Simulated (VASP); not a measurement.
Here is a VASP 6.6.1 calculation.

The input POSCAR:

```
Ti
1.0
   -1.6281323405      1.6281323405      1.6281323405
    1.6281323405     -1.6281323405      1.6281323405
    1.6281323405      1.6281323405     -1.6281323405
Ti
1
Direct
    0.0000000000      0.0000000000      0.0000000000
```

The input INCAR.step1:

```
ALGO = Normal ; EDIFF = 1E-4
ENCUT = 520 ; GGA = PE
GGA_COMPAT = False ; ISMEAR = -1
LASPH = True ; LCHARG = False
LMAXMIX = 4 ; LNONCOLLINEAR = True
LREAL = False ; LSORBIT = True
LWAVE = True ; MAGMOM = 0 0 0
NBANDS = 23 ; NELM = 150
PREC = Accurate ; SIGMA = 0.1
```

The input INCAR.step2:

```
ALGO = Normal ; EDIFF = 1E-6
ENCUT = 520 ; GGA_COMPAT = False
ISIF = 2 ; ISMEAR = -1
ISTART = 1 ; LASPH = True
LCHARG = False ; LMAXMIX = 4
LMIXTAU = True ; LNONCOLLINEAR = True
LORBIT = 11 ; LORBMOM = True
LREAL = False ; LSORBIT = True
LWAVE = False ; MAGMOM = 0 0 0
METAGGA = R2SCAN ; NBANDS = 23
NELM = 150 ; PREC = Accurate
SIGMA = 0.1
```

Contents of KPOINTS:

```
k-points
0
Gamma
  14 14 14
```

Potentials or basis: VASP PAW PBE potentials, release 64 (Ti_sv).

Run with:

```console
$ cat potpaw_PBE.64/Ti_sv/POTCAR > POTCAR
$ cp INCAR.step1 INCAR
$ mpirun -np 1 vasp_ncl > vasp.out
$ cp INCAR.step2 INCAR
$ mpirun -np 1 vasp_ncl > vasp.out
```

Question: What does it give for the net moment?

Answer: 0.00 μB per cell.

Question: Predict the pressure.

Answer: 0.3 GPa.

Moments on the atoms (μB; x, y, z):
```
Ti  0.00 0.00 0.00
```

Caveat: the PAW data sets were made with another functional, which shifts forces and pressure a little.
